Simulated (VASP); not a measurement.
The system is Si.

```
Si
1.0
     0.00000    2.71500    2.71500
     2.71500    0.00000    2.71500
     2.71500    2.71500    0.00000
Si
2
Cartesian
  0.0000 0.0000 0.0000
  1.3575 1.3575 1.3575
```

- Program: VASP 6.6.1
- Task: relaxation of cell and atoms
- Functional: PBE
- Potentials or basis: VASP PAW PBE potentials, release 64 (Si)
- Cutoff: 600 eV
- k mesh: 10 × 10 × 10
- Occupations: gaussian, width 0.01 eV
- Spin: no spin polarisation

At the start: pressure 2.0 GPa; volume 20.01 Å³/atom.

Q: Where does the relaxation end?

A: Over 3 steps the energy falls by 2.6 meV/atom and the volume is 20.44 Å³/atom (+2.1 %); space group Fd-3m (No. 227, to 0.1 Å) before and after.

Step by step:
```csv
step,energy change (eV),largest force (eV/Å),pressure (GPa),volume (Å³)
1,0.0000,0.0000,1.99,40.03
2,-0.0029,0.0000,-1.24,41.48
3,-0.0052,0.0000,0.01,40.89
```

Final structure:
```xyz
2
Lattice="0.0000 2.7343 2.7343 2.7343 0.0000 2.7343 2.7343 2.7343 0.0000" Properties=species:S:1:pos:R:3 pbc="T T T"
Si    0.0000    0.0000    0.0000
Si    1.3671    1.3671    1.3671
```
